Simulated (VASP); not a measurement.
Set up this calculation in VASP 6.6.1, as the native input.

* Task: relaxation of cell and atoms
* Functional: revPBE
* Dispersion: D4
* Potentials or basis: VASP PAW PBE potentials, release 64 (Bi_d, Te)
* Cutoff: 600 eV
* k mesh: 7 × 7 × 7
* Occupations: fermi-dirac, width 0.05 eV
* Spin: no spin polarisation
* Dipole correction: no
* Further INCAR settings: ALGO = Normal; EDIFF = 1e-06; IBRION = 2; EDIFFG = -0.01; NSW = 60; ISIF = 3

The structure of Bi2Te3 lies in POSCAR:

```
Bi2Te3
1.0
    2.1930000000      1.2661291403     10.1656666667
   -2.1930000000      1.2661291403     10.1656666667
    0.0000000000     -2.5322582807     10.1656666667
Bi Te
2 3
Direct
    0.6000000000      0.6000000000      0.6000000000
    0.4000000000      0.4000000000      0.4000000000
    0.7905000000      0.7905000000      0.7905000000
    0.2095000000      0.2095000000      0.2095000000
    0.0000000000      0.0000000000      0.0000000000
```

The input as run:

INCAR

```
ALGO = Normal ; EDIFF = 1E-6
EDIFFG = -0.01 ; ENCUT = 600
GGA = RE ; IBRION = 2
ISIF = 3 ; ISMEAR = -1
IVDW = 13 ; LASPH = True
LCHARG = False ; LREAL = False
LWAVE = False ; NELM = 100
NSW = 60 ; PREC = Accurate
SIGMA = 0.05
```

KPOINTS

```
k-points
0
Gamma
  7 7 7
```

Potentials or basis: VASP PAW PBE potentials, release 64 (Bi_d, Te).

The run is started by

```sh
$ cat potpaw_PBE.64/Bi_d/POTCAR potpaw_PBE.64/Te/POTCAR > POTCAR
$ mpirun -np 1 vasp_std > vasp.out
```

Results of the run:

| Item | Value |
| --- | --- |
| Relaxed volume | 33.28 Å³/atom |
| Relaxed cell | a = 10.365 Å, b = 10.365 Å, c = 10.365 Å, α = 24.35°, β = 24.35°, γ = 24.35° |
| Space group after relaxing (to 0.1 Å) | R-3m (No. 166) |
| Energy gained by relaxing | 1.3 meV/atom |
| Ionic steps | 10 |
| Pressure after relaxing | 0.0 GPa |
| Largest force after relaxing | 0.005 eV/Å |
| Band gap on the k mesh | 0.28 eV |
| Dispersion energy per atom | -0.772 eV |

Caveat: the PAW data sets were made with another functional, which shifts forces and pressure a little; spin-orbit coupling is left out, which moves the levels of the heavy elements.

It took 97 min on 1 thread of AMD EPYC 9R45 96-Core Processor (Zen 5), on a shared host, peak memory 1.2 GiB.
